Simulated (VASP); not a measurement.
The system is Ba2CaBe2.

```xyz
10
Lattice="4.6280 0.0000 0.0000 0.0000 4.6280 0.0000 0.0000 0.0000 11.4204" Properties=species:S:1:pos:R:3 pbc="T T T"
Ba    1.1570    1.1570    4.2027
Ba    3.4710    3.4710    7.2177
Ba    3.4710    1.1570    0.0000
Ba    1.1570    3.4710    0.0000
Ca    1.1570    1.1570    8.5538
Ca    3.4710    3.4710    2.8665
Be    1.1570    1.1570    1.2334
Be    3.4710    3.4710   10.1870
Be    3.4710    1.1570    5.7102
Be    1.1570    3.4710    5.7102
```

Base run:

- Program: VASP 6.6.1
- Functional: PBEsol
- Potentials or basis: VASP PAW PBE potentials, release 64 (Ba_sv, Ca_sv, Be)
- Cutoff: 520 eV
- k mesh: 4 × 4 × 2
- Occupations: gaussian, width 0.013 eV
- Spin: no spin polarisation

Its results: band gap on the k mesh zero (bands 34 and 35 overlap by 1.04 eV); pressure 12.2 GPa; largest force 2.556 eV/Å.

Task: The run is repeated on the same cell with these changes: functional from PBEsol to revPBE. What comes out?

Result: Band gap on the k mesh zero (bands 34 and 35 overlap by 1.02 eV); pressure 15.4 GPa; largest force 2.637 eV/Å.

revPBE binds less tightly than PBEsol, so the same cell stands under more pressure.

Caveats: the cell stands under pressure; the PAW data sets were made with another functional, which shifts forces and pressure a little; spin-orbit coupling is left out, which moves the levels of the heavy elements.
